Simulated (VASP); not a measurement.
A run of VASP 6.6.1:

INCAR

```
SYSTEM = Sr
PREC = Accurate
ENCUT = 520
EDIFF = 1E-6
ISMEAR = -1
SIGMA = 0.05
LREAL = .False.
LASPH = .True.
NELM = 100
ALGO = Normal
ISIF = 2
LWAVE = .False.
LCHARG = .False.
GGA = PS
NBANDS = 11
```

KPOINTS

```
Automatic mesh
0
Gamma
  12 12 12
  0 0 0
```

File POSCAR:

```
Sr
1.0
    0.0000000000      2.9615859199      2.9615859199
    2.9615859199      0.0000000000      2.9615859199
    2.9615859199      2.9615859199      0.0000000000
Sr
1
Direct
    0.0000000000      0.0000000000      0.0000000000
```

Potentials or basis: VASP PAW PBE potentials, release 64 (Sr_sv).

Run with:

```bash
$ cat potpaw_PBE.64/Sr_sv/POTCAR > POTCAR
$ mpirun -np 1 vasp_std > vasp.out
```

Hardware: 1 thread of Intel(R) Xeon(R) 6975P-C (Granite Rapids), on a shared host.

Q: Estimate the wall time of this run.

A: Wall time 9.6 s on 1 thread of Intel(R) Xeon(R) 6975P-C (Granite Rapids), with other jobs on the host, peak memory 0.19 GiB. Counts: scf iterations 11, k points 72.
